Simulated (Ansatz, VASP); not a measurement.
**Sn: VASP beside Ansatz**

File INCAR:

```
SYSTEM = Sn
  PREC = Accurate
  ENCUT = 520
  EDIFF = 1E-7
  ISMEAR = 0
  SIGMA = 0.15
  LREAL = .FALSE.
  LASPH = .TRUE.
  NELM = 100
  ALGO = Fast
  ISIF = 2
  LWAVE = .FALSE.
  LCHARG = .TRUE.
  GGA = PE
  IVDW = 12
  LELF = .TRUE.
  LVHAR = .TRUE.
  NBANDS = 13
```

The input KPOINTS:

```
regular mesh
0
G
  26 26 26
  0 0 0
```

POSCAR

```
Sn
1.0
   -1.6509597659      1.6511547050      2.4476242608
    1.6509597659     -1.6511547050      2.4476242608
    1.6509597659      1.6511547050     -2.4476242608
Sn
1
Direct
    0.0000000000      0.0000000000      0.0000000000
```

Input for Ansatz:

```yaml
crystal:
  lattice:
    - [-1.6509597659, 1.651154705, 2.4476242608]
    - [1.6509597659, -1.651154705, 2.4476242608]
    - [1.6509597659, 1.651154705, -2.4476242608]
  atoms:
    - { symbol: Sn, position: [0.0, 0.0, 0.0] }
basis:
  ecutwfc: 420
kpoints:
  mp_grid: { grid: [26, 26, 26] }
hamiltonian:
  xc: pbe
  dispersion: d3bj
scf:
  occupations: { method: gaussian, width: 0.15 }
output:
  forces: true
  stress: true
  eigenvalues: true
  write_density: true
  write_potential: true
  elf: true
  volumetric_format: npy
```

Alike in both runs: task single point; functional PBE; dispersion D3(BJ); k mesh 26 × 26 × 26; occupations gaussian, width 0.15 eV; no spin polarisation.

|  | VASP | Ansatz |
| --- | --- | --- |
| version | VASP 6.6.1 | Ansatz 0.2.0 |
| potentials or method | VASP PAW PBE potentials, release 64 (Sn_d), cutoff 520 eV | scalar-relativistic, plane waves, PAW |
| valence electrons in the cell | 14 | 14 |

```csv
,VASP,Ansatz,Ansatz less VASP
gap on the k mesh at the Fermi level (eV),none,none,-
pressure (GPa),0.1,0.2,+0.05
"traceless stress, the component that is largest in VASP (GPa)",-0.08,-0.08,+0.005
```

A gap of «none» marks a metal or a gap that the smearing closes.
